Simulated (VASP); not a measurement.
Write the native input for VASP 6.6.1 that does the following.

- Task: single point
- Functional: r2SCAN
- Potentials or basis: VASP PAW PBE potentials, release 64 (Sc_sv)
- Cutoff: 520 eV
- k mesh: 13 × 13 × 13
- Occupations: fermi-dirac, width 0.1 eV
- Spin: no spin polarisation
- Dipole correction: no
- Further INCAR settings: ALGO = Normal; EDIFF = 1e-07; NBANDS = 12

Sc:

```xyz
1
Lattice="-1.8743 1.8743 2.3805 1.8743 -1.8743 2.3805 1.8837 1.8837 -2.3805" Properties=species:S:1:pos:R:3 pbc="T T T"
Sc    0.0000    0.0000    0.0000
```

One way to write it, as run:

POSCAR

```
Sc
1.0
   -1.8743025000      1.8743025000      2.3805000000
    1.8743025000     -1.8743025000      2.3805000000
    1.8836975000      1.8836975000     -2.3805000000
Sc
1
Direct
    0.0000000000      0.0000000000      0.0000000000
```

INCAR.step1

```
SYSTEM = Sc
ALGO = Normal
EDIFF = 1E-4
ENCUT = 520
GGA = PE
ISMEAR = -1
LASPH = .TRUE.
LCHARG = .FALSE.
LREAL = .FALSE.
LWAVE = .TRUE.
NBANDS = 12
NELM = 100
PREC = Accurate
SIGMA = 0.1
```

INCAR.step2

```
SYSTEM = Sc
ALGO = Normal
EDIFF = 1E-7
ENCUT = 520
ISIF = 2
ISMEAR = -1
ISTART = 1
LASPH = .TRUE.
LCHARG = .FALSE.
LMIXTAU = .TRUE.
LREAL = .FALSE.
LWAVE = .FALSE.
METAGGA = R2SCAN
NBANDS = 12
NELM = 100
PREC = Accurate
SIGMA = 0.1
```

KPOINTS

```
k-points
0
G
  13 13 13
  0 0 0
```

Potentials or basis: VASP PAW PBE potentials, release 64 (Sc_sv).

Run with:

```bash
$ cat potpaw_PBE.64/Sc_sv/POTCAR > POTCAR
$ cp INCAR.step1 INCAR
$ mpirun -np 1 vasp_std > vasp.out
$ cp INCAR.step2 INCAR
$ mpirun -np 1 vasp_std > vasp.out
```

Results of the run:

```yaml
Pressure: -9.6 GPa
Band_gap_on_the_k_mesh: zero (an odd number of electrons rules out a gap without spin polarisation)
```

Caveat: the cell stands under tension; the PAW data sets were made with another functional, which shifts forces and pressure a little.

Run time: 7.7 min on 1 thread of Intel(R) Xeon(R) Platinum 8259CL CPU @ 2.50GHz (Skylake/Cascade Lake), with other jobs on the host, peak memory 0.26 GiB.
